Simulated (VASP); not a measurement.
# YbSn2Ge2 (I4/mmm) in VASP: single point with r2SCAN

Aim: the single point of YbSn2Ge2 with r2SCAN.

All numbers are computed with VASP 6.6.1; they aren't measurements. Logs are shortened: lines on timing, memory, paths and dates and some standing lists are left out, and cuts for length are marked.

## Step 1: The cell of the first run

The structure is tetragonal, space group I4/mmm (No. 139). Conventional cell: a = 4.412 Å, b = 4.412 Å, c = 11.940 Å, α = 90.00°, β = 90.00°, γ = 90.00°. Within 3.6 Å of Ge (site symmetry 4mm) lie 1 Ge at 2.72 Å and 4 Sn at 2.74 Å and 4 Yb at 3.40 Å. Within 3.8 Å of Sn (site symmetry -4m2) lie 4 Ge at 2.74 Å and 4 Sn at 3.12 Å and 4 Yb at 3.71 Å. Yb (site symmetry 4/mmm) has 10 Ge at 3.40 to 4.61 Å and 8 Sn at 3.71 Å and 4 Yb at 4.41 Å within 4.7 Å.

## Step 2: Single point, r2SCAN

Contents of POSCAR:

```
YbSn2Ge2
1.0
    0.0000000000      4.4123760000      0.0000000000
    4.4123760000      0.0000000000      0.0000000000
    2.2061880000      2.2061880000     -5.9698910000
Ge Sn Yb
2 2 1
Direct
    0.3863000000      0.3863000000      0.2274000000
    0.6137000000      0.6137000000      0.7726000000
    0.7500000000      0.2500000000      0.5000000000
    0.2500000000      0.7500000000      0.5000000000
    0.0000000000      0.0000000000      0.0000000000
```

Contents of INCAR.step1:

```
  PREC = Accurate
  ENCUT = 520
  ISMEAR = -1
  SIGMA = 0.1
  LREAL = False
  LASPH = True
  NELM = 60
  NBANDS = 48
  GGA = PE
  ALGO = Normal
  EDIFF = 1E-4
  LWAVE = True
  LCHARG = False
```

Contents of INCAR.step2:

```
  PREC = Accurate
  ENCUT = 520
  EDIFF = 1E-6
  ISMEAR = -1
  SIGMA = 0.1
  LREAL = False
  LASPH = True
  NELM = 60
  ALGO = Normal
  ISIF = 2
  LWAVE = False
  LCHARG = True
  METAGGA = R2SCAN
  LMIXTAU = True
  LELF = True
  LVHAR = True
  NBANDS = 48
  ISTART = 1
```

Contents of KPOINTS:

```
regular mesh
0
Gamma
  6 6 6
```

Potentials or basis: VASP PAW PBE potentials, release 64 (Ge_d, Sn_d, Yb).

On the command line:

```bash
$ cat potpaw_PBE.64/Ge_d/POTCAR potpaw_PBE.64/Sn_d/POTCAR potpaw_PBE.64/Yb/POTCAR > POTCAR
$ cp INCAR.step1 INCAR
$ mpirun -np 1 vasp_std > vasp.out
$ cp INCAR.step2 INCAR
$ mpirun -np 1 vasp_std > vasp.out
```

OUTCAR:

```text
PREC = Accurate
   ENCUT = 520
   EDIFF = 1E-6
   ISMEAR = -1
   LREAL = False
   LASPH = True
   NELM = 60
   ISIF = 2
   METAGGA = R2SCAN
   ISTART = 1

 ion  position               nearest neighbor table
   1  0.386  0.386  0.227-   2 2.72   3 2.74   4 2.74   4 2.74   3 2.74
   2  0.614  0.614  0.773-   1 2.72   3 2.74   4 2.74   3 2.74   4 2.74
   3  0.750  0.250  0.500-   1 2.74   1 2.74   2 2.74   2 2.74   4 3.12   4 3.12   4 3.12   4 3.12
                             5 3.71   5 3.71   5 3.71   5 3.71
   4  0.250  0.750  0.500-   1 2.74   1 2.74   2 2.74   2 2.74   3 3.12   3 3.12   3 3.12   3 3.12
                             5 3.71   5 3.71   5 3.71   5 3.71
   5  0.000  0.000  0.000-   3 3.71   4 3.71   3 3.71   4 3.71   3 3.71   4 3.71   3 3.71   4 3.71

  LATTYP: Found a body centered tetragonal cell.
 ALAT       =     4.4123760000
 C/A-ratio  =     2.7059756467

  Lattice vectors:

 A1 = (  -2.2061880000,   2.2061880000,   5.9698910000)
 A2 = (   2.2061880000,  -2.2061880000,   5.9698910000)
 A3 = (   2.2061880000,   2.2061880000,  -5.9698910000)

Analysis of symmetry for initial positions (statically):
=====================================================================
 Subroutine PRICEL returns:
 Original cell was already a primitive cell.

 Routine SETGRP: Setting up the symmetry group for a
 body centered tetragonal supercell.

 Subroutine GETGRP returns: Found 16 space group operations
 (whereof 16 operations were pure point group operations)
 out of a pool of 16 trial point group operations.

The static configuration has the point symmetry D_4h.

Analysis of symmetry for dynamics (positions and initial velocities):
=====================================================================
 Subroutine PRICEL returns:
 Original cell was already a primitive cell.

 Routine SETGRP: Setting up the symmetry group for a
 body centered tetragonal supercell.

 Subroutine GETGRP returns: Found 16 space group operations
 (whereof 16 operations were pure point group operations)
 out of a pool of 16 trial point group operations.

The dynamic configuration has the point symmetry D_4h.

 Subroutine INISYM returns: Found 16 space group operations
 (whereof 16 operations are pure point group operations),
 and found     1 'primitive' translations

----------------------------------------------------------------------------------------

                                     Primitive cell

  volume of cell :     116.2282

  direct lattice vectors                    reciprocal lattice vectors
     0.000000000  4.412376000  0.000000000     0.000000000  0.226635264  0.083753623
     4.412376000  0.000000000  0.000000000     0.226635264  0.000000000  0.083753623
     2.206188000  2.206188000 -5.969891000     0.000000000  0.000000000 -0.167507246

  length of vectors
     4.412376000  4.412376000  6.736032180     0.241615836  0.241615836  0.167507246

  position of ions in fractional coordinates (direct lattice)
     0.386300000  0.386300000  0.227400000
     0.613700000  0.613700000  0.772600000
     0.750000000  0.250000000  0.500000000
     0.250000000  0.750000000  0.500000000
     0.000000000  0.000000000  0.000000000

  ion indices of the primitive-cell ions
   primitive index   ion index
                 1           1
                 2           2
                 3           3
                 4           4
                 5           5

----------------------------------------------------------------------------------------

 KPOINTS: regular mesh

Automatic generation of k-mesh.
 Grid dimensions read from file:
 generate k-points for:    6    6    6

 Generating k-lattice:

  Cartesian coordinates                     Fractional coordinates (reciprocal lattice)
     0.000000000  0.037772544  0.013958937     0.166666667  0.000000000  0.000000000
     0.037772544  0.000000000  0.013958937     0.000000000  0.166666667  0.000000000
     0.000000000  0.000000000 -0.027917874     0.000000000  0.000000000  0.166666667

  Length of vectors
     0.040269306  0.040269306  0.027917874

  Shift w.r.t. Gamma in fractional coordinates (k-lattice)
     0.000000000  0.000000000  0.000000000

 Subroutine IBZKPT returns following result:
 ===========================================

 Found     30 irreducible k-points:

 Following reciprocal coordinates:
            Coordinates               Weight
  0.000000  0.000000  0.000000      1.000000
  0.166667  0.000000  0.000000      8.000000
  0.333333  0.000000  0.000000      8.000000
  0.500000  0.000000  0.000000      4.000000
  0.166667  0.166667  0.000000      8.000000
  0.333333  0.166667  0.000000     16.000000
[... 16 lines left out ...]
 -0.333333 -0.333333  0.166667      4.000000
 -0.166667 -0.333333  0.166667     16.000000
 [... further k-points ...]
   k-points           NKPTS =     30   k-points in BZ     NKDIM =     30   number of bands    NBANDS=     48
   number of dos      NEDOS =    301   number of ions     NIONS =      5
   total plane-waves  NPLWV =  64800
   dimension x,y,z NGX =    36 NGY =   36 NGZ =   50
   dimension x,y,z NGXF=    72 NGYF=   72 NGZF=  100
   ions per type =               2   2   1
   NGX,Y,Z   is equivalent  to a cutoff of  13.56, 13.56, 12.34 a.u.
   NGXF,Y,Z  is equivalent  to a cutoff of  27.13, 27.13, 24.68 a.u.
 SYSTEM =  unknown system
   PREC   = accura    normal or accurate (medium, high low for compatibility)
   ISTART =      1    job   : 0-new  1-cont  2-samecut
   ICHARG =      0    charge: 1-file 2-atom 10-const
   ISPIN  =      1    spin polarized calculation?
   LNONCOLLINEAR =      F non collinear calculations
   LSORBIT =      F    spin-orbit coupling
   LASPH  =      T    aspherical Exc in radial PAW
   ENCUT  =  520.0 eV  38.22 Ry    6.18 a.u.   8.20  8.20 12.52*2*pi/ulx,y,z
   NELM   =     60;   NELMIN=  2; NELMDL=  0     # of ELM steps
   EDIFF  = 0.1E-05   stopping-criterion for ELM
   LREAL  =      F    real-space projection
   EDIFFG = 0.1E-04   stopping-criterion for IOM
   NSW    =      0    number of steps for IOM
   IBRION =     -1    ionic relax: 0-MD 1-quasi-New 2-CG
   NFREE  =      0    steps in history (QN), initial steepest desc. (CG)
   ISIF   =      2    stress and relaxation
   ISYM   =      2    0-nonsym 1-usesym 2-fastsym
   POTIM  = 0.5000    time-step for ionic-motion
   TEBEG  =    0.0;   TEEND  =   0.0 temperature during run
   PSTRESS=    0.0 pullay stress
   NELECT =      80.0000    total number of electrons
   NUPDOWN=      -1.0000    fix difference up-down
   EMIN   =  10.00;   EMAX   =-10.00  energy-range for DOS
   EFERMI =   0.00;   METHOD = LEGACY
   ISMEAR =    -1;   SIGMA  =   0.10  broadening in eV -4-tet -1-fermi 0-gaus
   EFERMI_NEDOS =   21; number of points for ismear=-14 and -15
   IALGO  =     38    algorithm
   IMIX   =      4    mixing-type and parameters
     AMIX     =   0.40;   BMIX     =  1.00
     AMIX_MAG =   1.60;   BMIX_MAG =  1.00
  volume/ion in A,a.u.               =      23.25       156.87
  Fermi-wavevector in a.u.,A,eV,Ry     =   1.445443  2.731491 28.426733  2.089306
  Thomas-Fermi vector in A             =   2.563624
   LORBIT       =      0    0 simple, 1 ext, 2 COOP (PROOUT), +10 PAW based schemes
   METAGGA = R2SCAN    functional components
   LHFCALC =     F    Hartree Fock is set to
   AEXX    =    0.0000 exact exchange contribution
   IVDW    =     0    specifies the selected vdW correction
   LEPSILON=     F    determine dielectric tensor
   LRPA    =     F    only Hartree local field effects (RPA)
 non-spin polarized calculation
  energy-cutoff  :      520.00
  volume of cell :      116.23
 maximum number of plane-waves:      3144
 NGX is ok and might be reduce to    36
   NGX = 17   NGY = 17   NGZ = 25

 number of electron      80.0000012 magnetization

 Free energy of the ion-electron system (eV)
  ---------------------------------------------------
  ext. energy  EPLUGINS =         0.00000000
  ---------------------------------------------------
  free energy    TOTEN  =      -112.09833983 eV

  energy without entropy =     -111.97151030  energy(sigma->0) =     -112.03492506

 E-fermi :   7.1636     XC(G=0): -11.6430

 val. band max:        7.1526506408   @ k =  -0.3333   0.0000   0.1667
 cond. band min:       7.2292799219   @ k =  -0.3333   0.1667  -0.0000
 fundamental gap:      0.0766292811
 Fermi energy:         7.1636100451

 k-point     1 :       0.0000    0.0000    0.0000
  band No.  band energies     occupation
      1     -46.6220      2.00000
      2     -18.4622      2.00000
      3     -18.4537      2.00000
      4     -18.4372      2.00000
      5     -18.4371      2.00000
      6     -18.3764      2.00000
[... 40 lines left out ...]
     47      10.7945      0.00000
     48      11.2973      0.00000

 k-point     2 :       0.1667    0.0000    0.0000
  band No.  band energies     occupation
      1     -46.6219      2.00000
      2     -18.4595      2.00000
      3     -18.4542      2.00000
      4     -18.4354      2.00000
      5     -18.4342      2.00000
      6     -18.3768      2.00000
[... 40 lines left out ...]
     47      10.6515      0.00000
     48      11.0111      0.00000

 k-point     3 :       0.3333    0.0000    0.0000
  band No.  band energies     occupation
      1     -46.6217      2.00000
      2     -18.4565      2.00000
      3     -18.4523      2.00000
      4     -18.4293      2.00000
      5     -18.4256      2.00000
      6     -18.3990      2.00000
[... 40 lines left out ...]
     47      10.3879      0.00000
     48      11.0168      0.00000

 k-point     4 :       0.5000    0.0000    0.0000
  band No.  band energies     occupation
      1     -46.6216      2.00000
      2     -18.4570      2.00000
      3     -18.4488      2.00000
      4     -18.4181      2.00000
      5     -18.4171      2.00000
      6     -18.4171      2.00000
[... 958 lines left out ...]
     47      11.4310      0.00000
     48      12.1663      0.00000

 k-point    23 :      -0.3333   -0.3333    0.1667
  band No.  band energies     occupation
      1     -46.6214      2.00000
      2     -18.4610      2.00000
      3     -18.4539      2.00000
      4     -18.4489      2.00000
      5     -18.4342      2.00000
      6     -18.3879      2.00000
[... 40 lines left out ...]
     47      11.5622      0.00000
     48      11.7435      0.00000

 k-point    24 :      -0.1667   -0.3333    0.1667
  band No.  band energies     occupation
      1     -46.6216      2.00000
      2     -18.4562      2.00000
      3     -18.4540      2.00000
      4     -18.4409      2.00000
      5     -18.4182      2.00000
      6     -18.4050      2.00000
[... 40 lines left out ...]
     47      11.0931      0.00000
     48      11.6515      0.00000

 [... further k-points ...]

------------------------ aborting loop because EDIFF is reached ----------------------------------------

  FORCE on cell =-STRESS in cart. coord.  units (eV):
  Direction    XX          YY          ZZ          XY          YZ          ZX
  --------------------------------------------------------------------------------------
  -------------------------------------------------------------------------------------
  Total        7.5605767      7.5605767      4.1452747      0.0000000      0.0000000      0.0000000
  in kB      104.2207225    104.2207225     57.1416093      0.0000000      0.0000000      0.0000000
  external PRESSURE =      88.5276848 kB  Pullay stress =       0.0000000 kB

 VOLUME and BASIS-vectors are now :
 -----------------------------------------------------------------------------
  energy-cutoff  :      520.00
  volume of cell :      116.23
      direct lattice vectors                 reciprocal lattice vectors
     0.000000000  4.412376000  0.000000000     0.000000000  0.226635264  0.083753623
     4.412376000  0.000000000  0.000000000     0.226635264  0.000000000  0.083753623
     2.206188000  2.206188000 -5.969891000     0.000000000  0.000000000 -0.167507246

 POSITION                                       TOTAL-FORCE (eV/Angst)
 -----------------------------------------------------------------------------------
      2.20619      2.20619     -1.35755         0.000000      0.000000      1.708363
      4.41238      4.41238     -4.61234        -0.000000     -0.000000     -1.708363
      2.20619      4.41238     -2.98495        -0.000000     -0.000000      0.000000
      4.41238      2.20619     -2.98495         0.000000      0.000000     -0.000000
      0.00000      0.00000      0.00000        -0.000000      0.000000     -0.000000
 -----------------------------------------------------------------------------------
    total drift:                                0.000000      0.000000      0.000000

  FREE ENERGIE OF THE ION-ELECTRON SYSTEM (eV)
  ---------------------------------------------------
  free  energy   TOTEN  =      -112.0983398294 eV

  energy  without entropy=     -111.9715102998  energy(sigma->0) =     -112.03492506
```

It took 57 min on 1 thread of Oxide Virtual Turin-like, shared host; peak memory 0.36 GiB.

What came out:

```yaml
Free_energy: -112.0983 eV
Pressure: 8.9 GPa
Largest_force: 1.708 eV/Å
Band_gap_on_the_k_mesh: zero (bands 40 and 41 overlap by 1.26 eV)
```

Forces in eV/Å, atoms in the order of the input:
```
Ge   0.000  0.000  1.708
Ge   0.000  0.000 -1.708
Sn   0.000  0.000  0.000
Sn   0.000  0.000  0.000
Yb   0.000  0.000  0.000
```

Levels at points of the mesh, in eV from the Fermi level:
```tsv
k point	band 38	band 39	band 40	band 41	band 42	band 43
(0.00, 0.00, 0.00)	-0.57	-0.56	-0.46	-0.46	-0.03	2.99
(0.50, 0.00, 0.00)	-0.58	-0.55	-0.54	-0.49	0.65	2.23
(0.50, 0.50, 0.00)	-0.56	-0.55	-0.45	-0.26	1.77	3.61
(0.00, 0.00, 0.50)	-0.59	-0.58	-0.55	-0.55	1.08	1.66
```

Caveat: the cell stands under pressure; the PAW data sets were made with another functional, which shifts forces and pressure a little; spin-orbit coupling is left out, which moves the levels of the heavy elements.
